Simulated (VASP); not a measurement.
Sr8Hf5Zr3O24, 40 atoms in the cell. The typed cell holds 40 atoms: a = 8.152 Å, b = 8.152 Å, c = 8.152 Å, α = 90.00°, β = 90.00°, γ = 90.00°. 

```yaml
Program: VASP 6.6.1
Task: single point
Functional: PBEsol
Potentials_or_basis: VASP PAW PBE potentials, release 64 (Sr_sv, Hf_pv, Zr_sv, O)
Cutoff: 600 eV
k_mesh: 1 × 1 × 1, shifted
Occupations: fermi-dirac, width 0.05 eV
Spin: no spin polarisation
Dipole_correction: no
Further_INCAR_settings: LREAL = Auto; ALGO = Normal; EDIFF = 1e-06; NBANDS = 181; ISYM = 0
```

Potentials or basis: VASP PAW PBE potentials, release 64 (Sr_sv, Hf_pv, Zr_sv, O).

Command:

```console
$ cat potpaw_PBE.64/Sr_sv/POTCAR potpaw_PBE.64/Hf_pv/POTCAR potpaw_PBE.64/Zr_sv/POTCAR potpaw_PBE.64/O/POTCAR > POTCAR
$ mpirun -np 1 vasp_std > vasp.out
```

Hardware: 1 thread of Oxide Virtual Turin-like Processor (shared host).

How long does it take, and how much memory?

Run time: 43 min on 1 thread of Oxide Virtual Turin-like Processor (shared host), peak memory 0.86 GiB. Counts: scf iterations 17, k points 4.
